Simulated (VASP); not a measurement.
# BaTe (wurtzite type): single point with PBE

Crystal: BaTe (wurtzite type).

```
CELL_PARAMETERS angstrom
5.97941 0.00000 0.00000
-2.98970 5.17832 0.00000
0.00000 0.00000 7.00004
ATOMIC_POSITIONS crystal
Ba 0.33333 0.66667 0.93809
Ba 0.66667 0.33333 0.43809
Te 0.33333 0.66667 0.43791
Te 0.66667 0.33333 0.93791
```

```
Program                : VASP 6.6.1
Task                   : single point
Functional             : PBE
Potentials or basis    : VASP PAW PBE potentials, release 64 (Ba_sv, Te)
Cutoff                 : 520 eV
k mesh                 : 8 × 8 × 5
Occupations            : fermi-dirac, width 0.08 eV
Spin                   : no spin polarisation
Dipole correction      : no
Further INCAR settings : ALGO = Normal; EDIFF = 1e-06; NBANDS = 24
```

```
Pressure               : 0.2 GPa
Band gap on the k mesh : 1.93 eV, indirect (least direct gap 2.23 eV)
```

Forces in eV/Å, atoms in the order of the input:
```
Ba   0.000  0.000 -0.003
Ba   0.000  0.000 -0.003
Te   0.000  0.000  0.003
Te   0.000  0.000  0.003
```

Stress tensor (GPa, compression positive):
```
0.16 0.00 0.00
0.00 0.16 0.00
0.00 0.00 0.28
```

Levels at points of the mesh, in eV from the valence-band top:
| k point | band 12 | band 13 | band 14 | band 15 | band 16 | band 17 | band 18 | band 19 | band 20 | band 21 |
| --- | --- | --- | --- | --- | --- | --- | --- | --- | --- | --- |
| (0.00, 0.00, 0.00) | -1.06 | -0.94 | -0.93 | -0.93 | 0.00 | 2.31 | 2.73 | 2.73 | 3.60 | 4.34 |
| (0.50, 0.00, 0.00) | -1.01 | -0.84 | -0.75 | -0.53 | -0.39 | 2.31 | 2.74 | 2.90 | 3.80 | 3.88 |

It took 3.4 min on 1 thread of Intel(R) Xeon(R) Platinum 8488C (Sapphire Rapids), with other jobs on the host, peak memory 0.42 GiB.

Caveat: spin-orbit coupling is left out, which moves the levels of the heavy elements. A k mesh can miss the band edges.
